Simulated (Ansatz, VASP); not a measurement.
# One calculation of VN2, two programs

The input INCAR:

```
SYSTEM = VN2
PREC = Accurate
ENCUT = 520
EDIFF = 1E-6
ISMEAR = 0
SIGMA = 0.1
LREAL = .FALSE.
LASPH = .TRUE.
NELM = 80
ALGO = Normal
ISIF = 2
LWAVE = .FALSE.
LCHARG = .TRUE.
GGA = PE
LELF = .TRUE.
LVHAR = .TRUE.
NBANDS = 32
```

KPOINTS

```
regular mesh
0
G
  8 8 8
  0 0 0
```

The input POSCAR:

```
VN2
1.0
   -2.1507500000      2.1507500000      2.4913500000
    2.1507500000     -2.1507500000      2.4913500000
    2.1507500000      2.1507500000     -2.4913500000
V N
2 4
Direct
    0.2500000000      0.2500000000      0.0000000000
    0.7500000000      0.7500000000      0.0000000000
    0.1151000000      0.6151000000      0.7302000000
    0.6151000000      0.8849000000      0.5000000000
    0.8849000000      0.3849000000      0.2698000000
    0.3849000000      0.1151000000      0.5000000000
```

Input for Ansatz:

```yaml
crystal:
  lattice:
    - [-2.15075, 2.15075, 2.49135]
    - [2.15075, -2.15075, 2.49135]
    - [2.15075, 2.15075, -2.49135]
  atoms:
    - { symbol: V, position: [0.25, 0.25, 0.0] }
    - { symbol: V, position: [0.75, 0.75, 0.0] }
    - { symbol: "N", position: [0.1151, 0.6151, 0.7302] }
    - { symbol: "N", position: [0.6151, 0.8849, 0.5] }
    - { symbol: "N", position: [0.8849, 0.3849, 0.2698] }
    - { symbol: "N", position: [0.3849, 0.1151, 0.5] }
basis:
  ecutwfc: 420
kpoints:
  mp_grid: { grid: [8, 8, 8] }
hamiltonian:
  xc: pbe
scf:
  occupations: { method: gaussian, width: 0.1 }
output:
  forces: true
  stress: true
  eigenvalues: true
```

Alike in both runs: task single point; functional PBE; k mesh 8 × 8 × 8; occupations gaussian, width 0.1 eV; no spin polarisation.

|  | VASP | Ansatz |
| --- | --- | --- |
| version | VASP 6.6.1 | Ansatz 0.2.0 |
| potentials or method | VASP PAW PBE potentials, release 64 (V_sv, N), cutoff 520 eV | scalar-relativistic, plane waves, PAW |
| valence electrons in the cell | 46 | 46 |

Ansatz gave:

* gap on the k mesh at the Fermi level (eV): none
* pressure (GPa): -1.0
* traceless stress, the component that is largest in VASP (GPa): -0.42
* rms of the force components (eV/Å): 0.203

**Question.** Which values does VASP return?

**Answer.** gap on the k mesh at the Fermi level (eV): none; pressure (GPa): -0.3; traceless stress, the component that is largest in VASP (GPa): -0.54; rms of the force components (eV/Å): 0.183.

Atom by atom the forces differ by 0.020 eV/Å (rms over components). A gap of «none» marks a metal or a gap that the smearing closes. The functional is the same, so the differences come from potentials, cutoffs and numerics.
